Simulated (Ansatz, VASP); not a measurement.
# One calculation of Fe, two programs

The input INCAR:

```
SYSTEM = Fe
PREC = Accurate ; ENCUT = 520
EDIFF = 1E-7 ; ISMEAR = -1
SIGMA = 0.1 ; LREAL = .False.
LASPH = .True. ; NELM = 150
ALGO = Normal ; ISIF = 2
LWAVE = .False. ; LCHARG = .True.
ISPIN = 2 ; MAGMOM = 4 4
LORBIT = 11 ; LMAXMIX = 4
GGA = PE ; LELF = .True.
LVHAR = .True. ; NBANDS = 19
```

The input KPOINTS:

```
Automatic mesh
0
Gamma
  11 11 11
  0 0 0
```

Contents of POSCAR:

```
Fe
1.0
    3.5950000000      1.7975000000      1.7975000000
    1.7975000000      3.5950000000      1.7975000000
    1.7975000000      1.7975000000      3.5950000000
Fe
2
Direct
    0.0000000000      0.0000000000      0.0000000000
    0.5000000000      0.5000000000      0.5000000000
```

Input for Ansatz:

```yaml
crystal:
  lattice:
    - [3.595, 1.7975, 1.7975]
    - [1.7975, 3.595, 1.7975]
    - [1.7975, 1.7975, 3.595]
  atoms:
    - { symbol: Fe, position: [0.0, 0.0, 0.0], spin: 4.0 }
    - { symbol: Fe, position: [0.5, 0.5, 0.5], spin: 4.0 }
magnetization:
  spin_polarized: true
hamiltonian:
  xc: pbe
  pseudopotentials: { kind: paw }
basis:
  ecutwfc: 420
kpoints:
  mp_grid: { grid: [11, 11, 11] }
scf:
  occupations: { method: fermi_dirac, width: 0.1 }
  lower_state_search: "off"
output:
  forces: true
  stress: true
```

Alike in both runs: task single point; functional PBE; k mesh 11 × 11 × 11; occupations fermi-dirac, width 0.1 eV; collinear spin.

|  | VASP | Ansatz |
| --- | --- | --- |
| version | VASP 6.6.1 | Ansatz 0.2.0 |
| potentials or method | VASP PAW PBE potentials, release 64 (Fe), cutoff 520 eV | PAW, plane waves, scalar-relativistic |
| valence electrons in the cell | 16 | 32 |

|  | VASP | Ansatz | Ansatz less VASP |
| --- | --- | --- | --- |
| pressure (GPa) | 4.8 | 4.6 | -0.22 |
| traceless stress, the component that is largest in VASP (GPa) | -0.06 | -0.07 | -0.019 |
| net moment per atom (μB) | 2.48 | 2.46 | -0.024 |
| size of the moment on the site where the two differ most (μB) | 2.47 | 2.49 | +0.020 |

Site moments also hang on the region over which each program counts them. With one functional, cell and mesh, what is left measures potentials, basis and numerics. VASP's potentials hold 16 valence electrons a cell and Ansatz's 32, so a difference there can come from the potentials and not from the codes.
